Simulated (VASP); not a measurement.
# Si (Ibca) in VASP: notebook, part 2 of 3

VASP 6.6.1.

## (3) Single point, PBEsol (19.11 Å³/atom)

Contents of INCAR:

```
PREC = Accurate
ENCUT = 520
EDIFF = 1E-6
ISMEAR = 0
SIGMA = 0.15
LREAL = F
LASPH = T
NELM = 100
ALGO = Normal
ISIF = 2
LWAVE = F
LCHARG = F
GGA = PS
NBANDS = 26
```

Contents of KPOINTS:

```
Automatic mesh
0
Gamma
  10 10 10
```

Contents of POSCAR:

```
Si
1.0
   -3.4788802776      3.4788802776      3.1588232920
    3.4788802776     -3.4788802776      3.1588232920
    3.4788802776      3.4788802776     -3.1588232920
Si
8
Direct
    0.2047947401      0.2047947401      0.2047947401
    0.5000000000      0.0000000000      0.2952052599
    0.2952052599      0.5000000000      0.0000000000
    0.0000000000      0.2952052599      0.5000000000
    0.7952052599      0.7952052599      0.7952052599
    0.5000000000      0.0000000000      0.7047947401
    0.7047947401      0.5000000000      0.0000000000
    0.0000000000      0.7047947401      0.5000000000
```

Potentials or basis: VASP PAW PBE potentials, release 64 (Si).

Launch:

```sh
cat potpaw_PBE.64/Si/POTCAR > POTCAR
mpirun -np 1 vasp_std > vasp.out
```

OUTCAR:

```text
PREC = Accurate
   ENCUT = 520
   EDIFF = 1E-6
   ISMEAR = 0
   LREAL = F
   LASPH = T
   NELM = 100
   ISIF = 2
   GGA = PS

 ion  position               nearest neighbor table
   1  0.205  0.205  0.205-   3 2.35   5 2.39   4 2.43   2 2.50
   2  0.500  0.000  0.295-   4 2.35   6 2.39   3 2.43   1 2.50
   3  0.295  0.500  0.000-   1 2.35   7 2.39   2 2.43   4 2.50
   4  0.000  0.295  0.500-   2 2.35   8 2.39   1 2.43   3 2.50
   5  0.795  0.795  0.795-   7 2.35   1 2.39   8 2.43   6 2.50
   6  0.500  0.000  0.705-   8 2.35   2 2.39   7 2.43   5 2.50
   7  0.705  0.500  0.000-   5 2.35   3 2.39   6 2.43   8 2.50
   8  0.000  0.705  0.500-   6 2.35   4 2.39   5 2.43   7 2.50

  LATTYP: Found a body centered tetragonal cell.
 ALAT       =     6.9577605552
 C/A-ratio  =     0.9080000000

  Lattice vectors:

 A1 = (  -3.4788802776,   3.4788802776,   3.1588232920)
 A2 = (   3.4788802776,  -3.4788802776,   3.1588232920)
 A3 = (   3.4788802776,   3.4788802776,  -3.1588232920)

Analysis of symmetry for initial positions (statically):
=====================================================================
 Subroutine PRICEL returns:
 Original cell was already a primitive cell.

 Routine SETGRP: Setting up the symmetry group for a
 body centered tetragonal supercell.

 Subroutine GETGRP returns: Found  8 space group operations
 (whereof  2 operations were pure point group operations)
 out of a pool of 16 trial point group operations.

The static configuration has the point symmetry S_2 .
 The point group associated with its full space group is D_2h.

Analysis of symmetry for dynamics (positions and initial velocities):
=====================================================================
 Subroutine PRICEL returns:
 Original cell was already a primitive cell.

 Routine SETGRP: Setting up the symmetry group for a
 body centered tetragonal supercell.

[... 135 lines left out ...]
   IMIX   =      4    mixing-type and parameters
     AMIX     =   0.40;   BMIX     =  1.00
     AMIX_MAG =   1.60;   BMIX_MAG =  1.00
  volume/ion in A,a.u.               =      19.11       128.99
  Fermi-wavevector in a.u.,A,eV,Ry     =   0.971934  1.836689 12.852818  0.944655
  Thomas-Fermi vector in A             =   2.102191
   LORBIT       =      0    0 simple, 1 ext, 2 COOP (PROOUT), +10 PAW based schemes
   GGA     = PS    functional components
   LHFCALC =     F    Hartree Fock is set to
   AEXX    =    0.0000 exact exchange contribution
   IVDW    =     0    specifies the selected vdW correction
   LEPSILON=     F    determine dielectric tensor
   LRPA    =     F    only Hartree local field effects (RPA)
 non-spin polarized calculation
 Gauss-broadening in eV      SIGMA  =   0.15
  energy-cutoff  :      520.00
  volume of cell :      152.92
 maximum number of plane-waves:      4156
 NGX is ok and might be reduce to    48
   NGX = 21   NGY = 21   NGZ = 21

 number of electron      31.9999999 magnetization

 Free energy of the ion-electron system (eV)
  ---------------------------------------------------
  ext. energy  EPLUGINS =         0.00000000
  ---------------------------------------------------
  free energy    TOTEN  =       -44.49025427 eV

  energy without entropy =      -44.47588084  energy(sigma->0) =      -44.48306755

 E-fermi :   6.5325     XC(G=0):  -9.9068

 val. band max:        6.5286615036   @ k =   0.4000  -0.4000   0.4000
 cond. band min:       6.5454271552   @ k =   0.5000   0.5000   0.3000
 fundamental gap:      0.0167656516
 Fermi energy:         6.5324649177

 k-point     1 :       0.0000    0.0000    0.0000
  band No.  band energies     occupation
      1      -5.8030      2.00000
      2      -1.7212      2.00000
      3      -1.6867      2.00000
      4      -1.0791      2.00000
      5      -0.8517      2.00000
      6       0.1256      2.00000
[... 685 lines left out ...]
     25      11.2738      0.00000
     26      11.4989      0.00000

 [... further k-points ...]
[... 5 lines left out ...]
  --------------------------------------------------------------------------------------
  -------------------------------------------------------------------------------------
  Total       -8.7723766     -8.2707857      2.4511591      0.0000000      0.0000000      0.0000000
  in kB      -91.9101680    -86.6548872     25.6813464      0.0000000      0.0000000      0.0000000
  external PRESSURE =     -50.9612363 kB  Pullay stress =       0.0000000 kB

 VOLUME and BASIS-vectors are now :
 -----------------------------------------------------------------------------
  energy-cutoff  :      520.00
  volume of cell :      152.92
      direct lattice vectors                 reciprocal lattice vectors
    -3.478880278  3.478880278  3.158823292     0.000000000  0.143724406  0.158286790
     3.478880278 -3.478880278  3.158823292     0.143724406  0.000000000  0.158286790
     3.478880278  3.478880278 -3.158823292     0.143724406  0.143724406  0.000000000

 POSITION                                       TOTAL-FORCE (eV/Angst)
 -----------------------------------------------------------------------------------
      0.71246      0.71246      0.64691        -0.223998      0.262180     -0.400061
     -0.71246      2.76642      0.64691         0.223998     -0.262180     -0.400061
      0.71246     -0.71246      2.51191        -0.223998     -0.262180      0.400061
      2.76642      0.71246     -0.64691         0.223998      0.262180      0.400061
      2.76642      2.76642      2.51191         0.223998     -0.262180      0.400061
      0.71246      4.19134     -0.64691        -0.223998      0.262180      0.400061
     -0.71246      0.71246      3.80573         0.223998      0.262180     -0.400061
      4.19134     -0.71246      0.64691        -0.223998     -0.262180     -0.400061
 -----------------------------------------------------------------------------------
    total drift:                               -0.000000     -0.000000      0.000000

  FREE ENERGIE OF THE ION-ELECTRON SYSTEM (eV)
  ---------------------------------------------------
  free  energy   TOTEN  =       -44.4902542702 eV

  energy  without entropy=      -44.4758808366  energy(sigma->0) =      -44.48306755
```

OSZICAR:

```text
N       E                     dE             d eps       ncg     rms          rms(c)
DAV:   1     0.546671904960E+02    0.54667E+02   -0.11970E+04  8892   0.102E+03
DAV:   2    -0.402777028232E+02   -0.94945E+02   -0.87196E+02 10962   0.142E+02
DAV:   3    -0.451158708959E+02   -0.48382E+01   -0.46997E+01 11874   0.286E+01
DAV:   4    -0.451929316661E+02   -0.77061E-01   -0.76818E-01 11110   0.445E+00
DAV:   5    -0.451942710842E+02   -0.13394E-02   -0.13383E-02 11796   0.556E-01    0.896E+00
DAV:   6    -0.446590405569E+02    0.53523E+00   -0.35730E-01 10984   0.252E+00    0.520E+00
DAV:   7    -0.444962878968E+02    0.16275E+00   -0.44618E-01 11278   0.269E+00    0.641E-01
DAV:   8    -0.444905878844E+02    0.57000E-02   -0.76856E-02 10422   0.130E+00    0.373E-01
DAV:   9    -0.444906777465E+02   -0.89862E-04   -0.37903E-03 10936   0.334E-01    0.194E-01
DAV:  10    -0.444903089119E+02    0.36883E-03   -0.54066E-04 11164   0.120E-01    0.695E-02
DAV:  11    -0.444902573483E+02    0.51564E-04   -0.38375E-04 11060   0.803E-02    0.296E-02
DAV:  12    -0.444902559522E+02    0.13961E-05   -0.51807E-05 10494   0.336E-02    0.206E-02
DAV:  13    -0.444902545243E+02    0.14279E-05   -0.18758E-06  8200   0.629E-03    0.330E-03
DAV:  14    -0.444902542702E+02    0.25417E-06   -0.66518E-07  5448   0.369E-03
   1 F= -.44490254E+02 E0= -.44483068E+02  d E =-.143734E-01
```

stdout:

```text
POSCAR found type information on POSCAR Si
 POSCAR found :  1 types and       8 ions
 scaLAPACK will be used
 -----------------------------------------------------------------------------
|                                                                             |
|                                                                             |
|     You enforced a specific xc type in the INCAR file but a different       |
|     I HOPE YOU KNOW WHAT YOU ARE DOING!                                     |
|                                                                             |
 -----------------------------------------------------------------------------

 LDA part: xc-table for (Slater+PW92), standard interpolation
 POSCAR, INCAR and KPOINTS ok, starting setup
 FFT: planning ... GRIDC
 FFT: planning ... GRID_SOFT
 FFT: planning ... GRID
 WAVECAR not read
 entering main loop
```

Wall time 17 min (1 thread of Intel Xeon 8259CL, shared host); peak memory 0.63 GiB.

What came out:

| Item | Value |
| --- | --- |
| Free energy | -44.4903 eV |
| Pressure | -5.1 GPa |
| Largest force | 0.528 eV/Å |
| Band gap on the k mesh | zero (bands 16 and 17 overlap by 0.28 eV) |

Forces on the atoms (eV/Å):
```
Si  -0.224  0.262 -0.400
Si   0.224 -0.262 -0.400
Si  -0.224 -0.262  0.400
Si   0.224  0.262  0.400
Si   0.224 -0.262  0.400
Si  -0.224  0.262  0.400
Si   0.224  0.262 -0.400
Si  -0.224 -0.262 -0.400
```

Levels at points of the mesh, in eV from the Fermi level:
```tsv
k point	band 13	band 14	band 15	band 16	band 17	band 18	band 19	band 20
(0.00, 0.00, 0.00)	-3.72	-1.75	-1.70	-0.04	1.00	1.08	3.06	3.31
(0.50, 0.00, 0.00)	-1.84	-1.84	-1.54	-1.54	0.77	0.77	1.78	1.78
(0.50, 0.00, 0.50)	-1.73	-1.73	-1.11	-1.11	0.09	0.09	1.90	1.90
(0.50, 0.50, 0.00)	-2.06	-2.06	-1.02	-1.02	0.33	0.33	1.69	1.69
(0.50, 0.50, 0.50)	-2.41	-0.65	-0.14	0.14	0.60	2.00	2.31	2.52
```

Caveat: the stress differs along the axes, from -9 to 3 GPa; semilocal functionals underestimate gaps, and a narrow one can read as zero; the PAW data sets were made with another functional, which shifts forces and pressure a little.

## (4) Single point, PBEsol (18.83 Å³/atom)

This run uses another cell than the first one, of 18.83 Å³/atom.

Contents of INCAR:

```
ALGO     = Normal         # electronic algorithm
EDIFF    = 1E-6           # SCF threshold, eV
ENCUT    = 520            # plane-wave cutoff, eV
GGA      = PS             # functional
ISIF     = 2              # what is computed and relaxed
ISMEAR   = 0              # smearing method
LASPH    = T              # aspherical terms in the spheres
LCHARG   = F              # write CHGCAR
LREAL    = F              # projectors in reciprocal space
LWAVE    = F              # write WAVECAR
NBANDS   = 26             # bands
NELM     = 80             # most SCF steps
PREC     = Accurate       # precision mode
SIGMA    = 0.15           # smearing width, eV
```

Contents of KPOINTS:

```
k-points
0
Gamma
  10 10 10
```

POSCAR, as its differences from that of step 3:

```diff
@@ -2,5 +2,5 @@
 1.0
-   -3.4788802776      3.4788802776      3.1588232920
-    3.4788802776     -3.4788802776      3.1588232920
-    3.4788802776      3.4788802776     -3.1588232920
+   -3.2196476110      3.2196476110      3.6324064347
+    3.2196476110     -3.2196476110      3.6324064347
+    3.2196476110      3.2196476110     -3.6324064347
 Si
```

Launch:

```sh
cat potpaw_PBE.64/Si/POTCAR > POTCAR
mpirun -np 1 vasp_std > vasp.out
```

It took 8 min on 1 thread of AMD EPYC 9R45 (Zen 5), shared host; peak memory 0.58 GiB.

The run converged. Its results:

```yaml
Free_energy: -44.3032 eV
Pressure: -3.6 GPa
Largest_force: 0.649 eV/Å
Band_gap_on_the_k_mesh: zero (bands 16 and 17 overlap by 0.51 eV)
```

Forces on the atoms (eV/Å):
```
Si   0.185 -0.605  0.145
Si  -0.185  0.605  0.145
Si   0.185  0.605 -0.145
Si  -0.185 -0.605 -0.145
Si  -0.185  0.605 -0.145
Si   0.185 -0.605 -0.145
Si  -0.185 -0.605  0.145
Si   0.185  0.605  0.145
```

Stress tensor (GPa, compression positive):
```
  1.33   0.00   0.00
  0.00   2.22   0.00
  0.00   0.00 -14.48
```

Levels at points of the mesh, in eV from the Fermi level:
| k point | band 13 | band 14 | band 15 | band 16 | band 17 | band 18 | band 19 | band 20 |
| --- | --- | --- | --- | --- | --- | --- | --- | --- |
| (0.00, 0.00, 0.00) | -3.66 | -2.35 | -1.04 | -0.02 | 0.21 | 2.40 | 2.65 | 3.08 |
| (0.50, 0.00, 0.00) | -1.76 | -1.76 | -0.69 | -0.69 | -0.09 | -0.09 | 2.07 | 2.07 |
| (0.00, 0.50, 0.00) | -1.83 | -1.83 | -1.36 | -1.36 | 0.89 | 0.89 | 1.83 | 1.83 |
| (0.50, 0.50, 0.00) | -1.89 | -1.89 | -1.59 | -1.59 | 0.48 | 0.48 | 1.38 | 1.38 |
| (0.50, 0.50, 0.50) | -2.44 | -0.60 | -0.28 | 0.07 | 0.90 | 1.72 | 2.09 | 2.17 |

Caveat: the stress differs along the axes, from -14 to 2 GPa; semilocal functionals underestimate gaps, and a narrow one can read as zero; the PAW data sets were made with another functional, which shifts forces and pressure a little.

[end of part 2 of 3]
